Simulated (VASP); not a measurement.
Here is a VASP 6.6.1 calculation.

File INCAR:

```
ALGO = Normal
EDIFF = 1E-6
ENCUT = 520
GGA = PE
ISIF = 2
ISMEAR = -1
LASPH = True
LCHARG = False
LREAL = False
LWAVE = False
NBANDS = 16
NELM = 60
PREC = Accurate
SIGMA = 0.02
```

The input KPOINTS:

```
k-points
0
Gamma
  8 8 8
```

File POSCAR:

```
CdS
1.0
    0.0000000000      2.7267765455      2.6449732491
    2.7267765455      0.0000000000      2.6449732491
    2.7267765455      2.7267765455      0.0000000000
Cd S
1 1
Direct
    0.0000000000      0.0000000000      0.0000000000
    0.5000000000      0.5000000000      0.5000000000
```

Potentials or basis: VASP PAW PBE potentials, release 64 (Cd, S).

Run with:

```sh
$ cat potpaw_PBE.64/Cd/POTCAR potpaw_PBE.64/S/POTCAR > POTCAR
$ mpirun -np 1 vasp_std > vasp.out
```

Task: Predict the pressure.

Result: 5.0 GPa.

Task: Predict the band gap on the k mesh.

Result: 0.07 eV (least direct gap 1.88 eV).

Stress tensor (GPa, compression positive):
```
3.92 0.00 0.00
0.00 3.92 0.00
0.00 0.00 7.13
```

Caveat: the cell differs from its parent crystal (uniaxial z strain -3.0%); the cell stands under pressure. A k mesh can miss the band edges.
